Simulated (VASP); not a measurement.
# CoO (R3m) in VASP: notebook, part 2 of 2

VASP 6.6.1.

### 3 Single point, PBEsol, collinear spin, antiferromagnetic start

INCAR

```
SYSTEM = CoO
PREC = Accurate
ENCUT = 520
EDIFF = 1E-6
ISMEAR = 0
SIGMA = 0.1
LREAL = .False.
LASPH = .True.
NELM = 150
ALGO = Normal
ISIF = 2
LWAVE = .False.
LCHARG = .False.
ISPIN = 2
MAGMOM = -2.22 2.22 -0.17 0.17
LORBIT = 11
LMAXMIX = 4
GGA = PS
NBANDS = 27
```

KPOINTS

```
Automatic mesh
0
Gamma
  12 12 12
  0 0 0
```

POSCAR

```
CoO
1.0
    1.6022198417      0.9250420569      5.1329417806
   -1.6022198417      0.9250420569      5.1329417806
    0.0000000000     -1.8500841138      5.1329417806
Co O
2 2
Direct
    0.9994877300      0.9994877300      0.9994877300
    0.4994905900      0.4994905900      0.4994905900
    0.3754955300      0.3754955300      0.3754955300
    0.8755255000      0.8755255000      0.8755255000
```

Potentials or basis: VASP PAW PBE potentials, release 64 (Co, O).

Started as:

```console
$ cat potpaw_PBE.64/Co/POTCAR potpaw_PBE.64/O/POTCAR > POTCAR
$ mpirun -np 1 vasp_std > vasp.out
```

OUTCAR:

```text
SYSTEM = CoO
   PREC = Accurate
   ENCUT = 520
   EDIFF = 1E-6
   ISMEAR = 0
   LREAL = .False.
   LASPH = .True.
   NELM = 150
   ISIF = 2
   ISPIN = 2
   LORBIT = 11
   GGA = PS

 ion  position               nearest neighbor table
   1  0.999  0.999  0.999-   4 1.91   3 1.96   3 1.96   3 1.96
   2  0.499  0.499  0.499-   3 1.91   4 1.96   4 1.96   4 1.96
   3  0.375  0.375  0.375-   2 1.91   1 1.96   1 1.96   1 1.96
   4  0.876  0.876  0.876-   1 1.91   2 1.96   2 1.96   2 1.96

  LATTYP: Found a trigonal (rhomboedric) cell.
 ALAT       =     5.4561802162
 COS(alpha) =     0.8275366594

  Lattice vectors:

 A1 = (   1.6022198417,   0.9250420569,   5.1329417806)
 A2 = (  -1.6022198417,   0.9250420569,   5.1329417806)
 A3 = (   0.0000000000,  -1.8500841138,   5.1329417806)

Analysis of symmetry for initial positions (statically):
=====================================================================
 Subroutine PRICEL returns:
 Original cell was already a primitive cell.

 Routine SETGRP: Setting up the symmetry group for a
 trigonal (rhombohedral) supercell.

[... 1640 lines left out ...]
 [... further k-points ...]
[... 5 lines left out ...]
  --------------------------------------------------------------------------------------
  -------------------------------------------------------------------------------------
  Total       -2.6914783     -2.6914783     -3.1545856      0.0000000      0.0000000      0.0000000
  in kB      -94.4713870    -94.4713870   -110.7265389      0.0000000      0.0000000      0.0000000
  external PRESSURE =     -99.8897710 kB  Pullay stress =       0.0000000 kB

 VOLUME and BASIS-vectors are now :
 -----------------------------------------------------------------------------
  energy-cutoff  :      520.00
  volume of cell :       45.65
      direct lattice vectors                 reciprocal lattice vectors
     1.602219842  0.925042057  5.132941781     0.312067038  0.180171988  0.064940018
    -1.602219842  0.925042057  5.132941781    -0.312067038  0.180171988  0.064940018
     0.000000000 -1.850084114  5.132941781     0.000000000 -0.360343977  0.064940018

 POSITION                                       TOTAL-FORCE (eV/Angst)
 -----------------------------------------------------------------------------------
      0.00000      0.00000     15.39094         0.000000      0.000000     -0.098306
      0.00000      0.00000      7.69157         0.000000     -0.000000     -0.101475
      0.00000      0.00000      5.78219         0.000000     -0.000000      0.103282
      0.00000      0.00000     13.48206         0.000000     -0.000000      0.096498
 -----------------------------------------------------------------------------------
    total drift:                                0.000000     -0.000000     -0.000200

  FREE ENERGIE OF THE ION-ELECTRON SYSTEM (eV)
  ---------------------------------------------------
  free  energy   TOTEN  =       -28.5735328667 eV

  energy  without entropy=      -28.5647518945  energy(sigma->0) =      -28.56914238

 total charge

# of ion       s       p       d       tot
------------------------------------------
    1        0.350   0.451   7.222   8.023
    2        0.350   0.451   7.222   8.022
    3        1.547   3.412   0.000   4.959
    4        1.547   3.412   0.000   4.959
--------------------------------------------------
tot          3.795   7.725  14.443  25.963

 magnetization (x)

# of ion       s       p       d       tot
------------------------------------------
    1       -0.009  -0.043  -2.120  -2.172
    2        0.009   0.043   2.120   2.172
    3       -0.011  -0.137   0.000  -0.149
    4        0.011   0.137   0.000   0.149
--------------------------------------------------
tot         -0.000  -0.000   0.000   0.000
```

OSZICAR:

```text
N       E                     dE             d eps       ncg     rms          rms(c)
DAV:   1     0.247824909630E+03    0.24782E+03   -0.13205E+04 20596   0.127E+03
DAV:   2    -0.690539632506E+01   -0.25473E+03   -0.22804E+03 21083   0.310E+02
DAV:   3    -0.333740337941E+02   -0.26469E+02   -0.25105E+02 22769   0.114E+02
DAV:   4    -0.339789105280E+02   -0.60488E+00   -0.60233E+00 22418   0.177E+01
DAV:   5    -0.339984578328E+02   -0.19547E-01   -0.19543E-01 27251   0.300E+00    0.233E+01
DAV:   6    -0.342541446763E+02   -0.25569E+00   -0.47675E+01 26030   0.997E+01    0.324E+01
DAV:   7    -0.284600086106E+02    0.57941E+01   -0.20891E+01 21629   0.924E+01    0.102E+01
DAV:   8    -0.286407940873E+02   -0.18079E+00   -0.21509E+00 23524   0.112E+01    0.580E+00
DAV:   9    -0.285559233468E+02    0.84871E-01   -0.26528E-01 32280   0.873E+00    0.203E+00
DAV:  10    -0.285897101500E+02   -0.33787E-01   -0.21731E-01 29886   0.698E+00    0.180E+00
DAV:  11    -0.285772051501E+02    0.12505E-01   -0.75806E-02 27762   0.471E+00    0.772E-01
DAV:  12    -0.285734032226E+02    0.38019E-02   -0.14435E-02 30488   0.173E+00    0.227E-01
DAV:  13    -0.285735317868E+02   -0.12856E-03   -0.25263E-03 24950   0.468E-01    0.881E-02
DAV:  14    -0.285735264872E+02    0.52996E-05   -0.16720E-04 27842   0.145E-01    0.486E-02
DAV:  15    -0.285735296582E+02   -0.31710E-05   -0.83903E-05 27744   0.116E-01    0.271E-02
DAV:  16    -0.285735323798E+02   -0.27216E-05   -0.12392E-05 22908   0.472E-02    0.128E-02
DAV:  17    -0.285735328667E+02   -0.48689E-06   -0.24453E-06 14571   0.241E-02
   1 F= -.28573533E+02 E0= -.28569142E+02  d E =-.878097E-02  mag=     0.0000
```

It took 9.5 min on 1 thread of Intel Xeon 6975P-C (Granite Rapids), shared host; peak memory 0.54 GiB.

Results:

```yaml
Free_energy: -28.5735 eV
Pressure: -10.0 GPa
Largest_force: 0.103 eV/Å
Band_gap_on_the_k_mesh: zero (filled and empty bands overlap)
Net_moment: 0.00 μB per cell
Site_moments: Co -2.17, +2.17; O -0.15, +0.15 μB
Valence_electrons_inside_the_program's_atomic_spheres: Co 8.02; O 4.96
```

Forces in eV/Å, atoms in the order of the input:
```
Co   0.000  0.000 -0.098
Co   0.000  0.000 -0.101
O    0.000  0.000  0.103
O    0.000  0.000  0.096
```

Stress tensor (GPa, compression positive):
```
 -9.45   0.00   0.00
  0.00  -9.45   0.00
  0.00   0.00 -11.07
```

Caveat: the PAW data sets were made with another functional, which shifts forces and pressure a little; semilocal functionals often make such compounds metallic where correlation or magnetic order opens a gap, which also shifts bond lengths.
